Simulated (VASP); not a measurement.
# Sc (Fm-3m) in VASP: notebook

The runs below take Sc through electric field gradients, with PBEsol.

Program: VASP 6.6.1. These are calculated values, not measurements. Logs are shortened: lines on timing, memory, paths and dates and some standing lists are left out, and cuts for length are marked.

**1. The cell of the first run**

It takes space group Fm-3m (No. 225, cubic). The conventional cell has a = 4.630 Å, b = 4.630 Å, c = 4.630 Å, α = 90.00°, β = 90.00°, γ = 90.00°. Within 4.3 Å of Sc (site symmetry m-3m) lie 12 Sc at 3.27 Å.

**2. Electric field gradients, PBEsol (volume scaled by 1.06)**

The input, INCAR:

```
PREC = Accurate
ENCUT = 520
EDIFF = 1E-8
ISMEAR = -1
SIGMA = 0.03
LREAL = F
LASPH = T
NELM = 80
ALGO = Normal
ISIF = 2
LWAVE = F
LCHARG = F
GGA = PS
LEFG = T
NBANDS = 12
```

The input, KPOINTS:

```
Automatic mesh
0
Gamma
  12 12 12
```

The input, POSCAR:

```
Sc
1.0
    0.0000000000      2.3150309133      2.3150309133
    2.3150309133      0.0000000000      2.3150309133
    2.3150309133      2.3150309133      0.0000000000
Sc
1
Direct
    0.0000000000      0.0000000000      0.0000000000
```

Potentials or basis: VASP PAW PBE potentials, release 64 (Sc_sv).

On the command line:

```console
cat potpaw_PBE.64/Sc_sv/POTCAR > POTCAR
mpirun -np 1 vasp_std > vasp.out
```

OUTCAR:

```text
PREC = Accurate
   ENCUT = 520
   EDIFF = 1E-8
   ISMEAR = -1
   LREAL = F
   LASPH = T
   NELM = 80
   ISIF = 2
   GGA = PS

 ion  position               nearest neighbor table
   1  0.000  0.000  0.000-

  LATTYP: Found a face centered cubic cell.
 ALAT       =     4.6300618266

  Lattice vectors:

 A1 = (   0.0000000000,   2.3150309133,   2.3150309133)
 A2 = (   2.3150309133,   0.0000000000,   2.3150309133)
 A3 = (   2.3150309133,   2.3150309133,   0.0000000000)

Analysis of symmetry for initial positions (statically):
=====================================================================
 Subroutine PRICEL returns:
 Original cell was already a primitive cell.

 Routine SETGRP: Setting up the symmetry group for a
 face centered cubic supercell.

 Subroutine GETGRP returns: Found 48 space group operations
 (whereof 48 operations were pure point group operations)
 out of a pool of 48 trial point group operations.

The static configuration has the point symmetry O_h .

Analysis of symmetry for dynamics (positions and initial velocities):
=====================================================================
 Subroutine PRICEL returns:
 Original cell was already a primitive cell.

 Routine SETGRP: Setting up the symmetry group for a
 face centered cubic supercell.

 Subroutine GETGRP returns: Found 48 space group operations
 (whereof 48 operations were pure point group operations)
 out of a pool of 48 trial point group operations.

The dynamic configuration has the point symmetry O_h .

 Subroutine INISYM returns: Found 48 space group operations
 (whereof 48 operations are pure point group operations),
 and found     1 'primitive' translations

----------------------------------------------------------------------------------------

                                     Primitive cell

  volume of cell :      24.8142

  direct lattice vectors                    reciprocal lattice vectors
     0.000000000  2.315030913  2.315030913    -0.215979837  0.215979837  0.215979837
     2.315030913  0.000000000  2.315030913     0.215979837 -0.215979837  0.215979837
     2.315030913  2.315030913  0.000000000     0.215979837  0.215979837 -0.215979837

  length of vectors
     3.273948115  3.273948115  3.273948115     0.374088052  0.374088052  0.374088052

[... 121 lines left out ...]
  free energy    TOTEN  =        -6.55313391 eV

  energy without entropy =       -6.54826601  energy(sigma->0) =       -6.55069996

 E-fermi :   3.5915     XC(G=0):  -9.9609

 val. band max:        3.5297864455   @ k =  -0.4167   0.1667   0.0833
 cond. band min:       3.6306666390   @ k =  -0.2500   0.4167   0.1667
 fundamental gap:      0.1008801934
 Fermi energy:         3.5915426087

 k-point     1 :       0.0000    0.0000    0.0000
  band No.  band energies     occupation
      1     -45.6505      2.00000
      2     -24.1564      2.00000
      3     -24.1564      2.00000
      4     -24.1564      2.00000
      5      -1.5901      2.00000
      6       5.1599      0.00000
      7       5.1599      0.00000
      8       5.1599      0.00000
      9       6.5284      0.00000
     10       6.5284      0.00000
     11      16.0842      0.00000
     12      19.4134      0.00000
[... 331 lines left out ...]
 k-point    24 :      -0.4167    0.1667    0.0000
  band No.  band energies     occupation
      1     -45.5860      2.00000
      2     -24.5110      2.00000
      3     -24.2788      2.00000
      4     -24.2222      2.00000
      5       2.3186      2.00000
      6       3.5016      1.90496
      7       4.6263      0.00000
      8       5.4523      0.00000
      9       7.2305      0.00000
     10       8.1431      0.00000
     11      10.2423      0.00000
     12      14.7561      0.00000

 [... further k-points ...]

------------------------ aborting loop because EDIFF is reached ----------------------------------------

  FORCE on cell =-STRESS in cart. coord.  units (eV):
  Direction    XX          YY          ZZ          XY          YZ          ZX
  --------------------------------------------------------------------------------------
  -------------------------------------------------------------------------------------
  Total       -0.3903018     -0.3903018     -0.3903018      0.0000000     -0.0000000      0.0000000
  in kB      -25.2005899    -25.2005899    -25.2005899      0.0000000     -0.0000000      0.0000000
  external PRESSURE =     -25.2005899 kB  Pullay stress =       0.0000000 kB

 VOLUME and BASIS-vectors are now :
 -----------------------------------------------------------------------------
  energy-cutoff  :      520.00
  volume of cell :       24.81
      direct lattice vectors                 reciprocal lattice vectors
     0.000000000  2.315030913  2.315030913    -0.215979837  0.215979837  0.215979837
     2.315030913  0.000000000  2.315030913     0.215979837 -0.215979837  0.215979837
     2.315030913  2.315030913  0.000000000     0.215979837  0.215979837 -0.215979837

 POSITION                                       TOTAL-FORCE (eV/Angst)
 -----------------------------------------------------------------------------------
      0.00000      0.00000      0.00000        -0.000000     -0.000000      0.000000
 -----------------------------------------------------------------------------------
    total drift:                                0.000000      0.000000     -0.000000

  FREE ENERGIE OF THE ION-ELECTRON SYSTEM (eV)
  ---------------------------------------------------
  free  energy   TOTEN  =        -6.5531339123 eV

  energy  without entropy=       -6.5482660061  energy(sigma->0) =       -6.55069996

 Electric field gradients (V/A^2)
---------------------------------------------------------------------
 ion       V_xx      V_yy      V_zz      V_xy      V_xz      V_yz
---------------------------------------------------------------------
   1       0.000    -0.000    -0.000    -0.001    -0.001    -0.001
---------------------------------------------------------------------

 Electric field gradients after diagonalization (V/A^2)
 (convention: |V_zz| > |V_xx| > |V_yy|)
----------------------------------------------------------------------
 ion       V_xx      V_yy      V_zz     asymmetry (V_yy - V_xx)/ V_zz
----------------------------------------------------------------------
   1       0.001     0.001    -0.001       0.000
----------------------------------------------------------------------

           NMR quadrupolar parameters

 Cq : quadrupolar parameter    Cq=e*Q*V_zz/h
 eta: asymmetry parameters     (V_yy - V_xx)/ V_zz
 Q  : nuclear electric quadrupole moment in mb (millibarn)
----------------------------------------------------------------------
 ion       Cq(MHz)       eta       Q (mb)
----------------------------------------------------------------------
   1      -0.000       0.000       1.000
----------------------------------------------------------------------
```

stdout:

```text
POSCAR found type information on POSCAR Sc
 POSCAR found :  1 types and       1 ions
 scaLAPACK will be used
 -----------------------------------------------------------------------------
|                                                                             |
|                                                                             |
|     You enforced a specific xc type in the INCAR file but a different       |
|     I HOPE YOU KNOW WHAT YOU ARE DOING!                                     |
|                                                                             |
 -----------------------------------------------------------------------------

 LDA part: xc-table for (Slater+PW92), standard interpolation
 POSCAR, INCAR and KPOINTS ok, starting setup
 FFT: planning ... GRIDC
 FFT: planning ... GRID_SOFT
 FFT: planning ... GRID
 WAVECAR not read
 entering main loop
ion   1
```

Wall time 12 s (1 thread of Intel Xeon Platinum 8488C (Sapphire Rapids), shared host); peak memory 0.15 GiB.

What came out:

```
Free energy : -6.5531 eV
Pressure    : -2.5 GPa
```

Caveat: without QUAD_EFG the Cq values of the log hold for a quadrupole moment of 1 mb, not for the nuclei; the PAW data sets were made with another functional, which shifts forces and pressure a little.

(Part 1 of 3 ends here.)
